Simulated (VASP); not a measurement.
Runs of VASP 6.6.1 on Be2C. It takes space group Fm-3m (No. 225, cubic). Conventional cell: a = 4.321 Å, b = 4.321 Å, c = 4.321 Å, α = 90.00°, β = 90.00°, γ = 90.00°. Be (site symmetry -43m) has 4 C at 1.87 Å and 6 Be at 2.16 Å within 2.5 Å. Within 2.5 Å of C (site symmetry m-3m) lie 8 Be at 1.87 Å. 

| level | screening parameter | share of exact exchange | gap on the mesh (eV) | pressure (GPa) |
| --- | --- | --- | --- | --- |
| HSE06 | 0.2079 1/Å | - | 1.92 | -1.9 |
| PBE-based screened hybrid | 0.1 1/Å | 0.75 | 4.73 | -8.6 |
| PBE-based screened hybrid | 0.2078 1/Å | 0.4 | (b) | (c) |
| PBE-based global hybrid | - | 0.4 | (a) | -3.9 |

Alike in all rows: task single point; potentials or basis VASP PAW PBE potentials, release 64 (Be, C); no spin polarisation; cell as given; k mesh 4 × 4 × 4; cutoff (eV) 520; smearing gaussian 0.01 eV.

Question: Estimate the missing entries.

Answer: (a) 3.65; (b) 2.41; (c) -3.8.

Caveats: all runs use coarse meshes; the PAW data sets were made with another functional, which shifts forces and pressure a little.

A k mesh can miss the band edges.
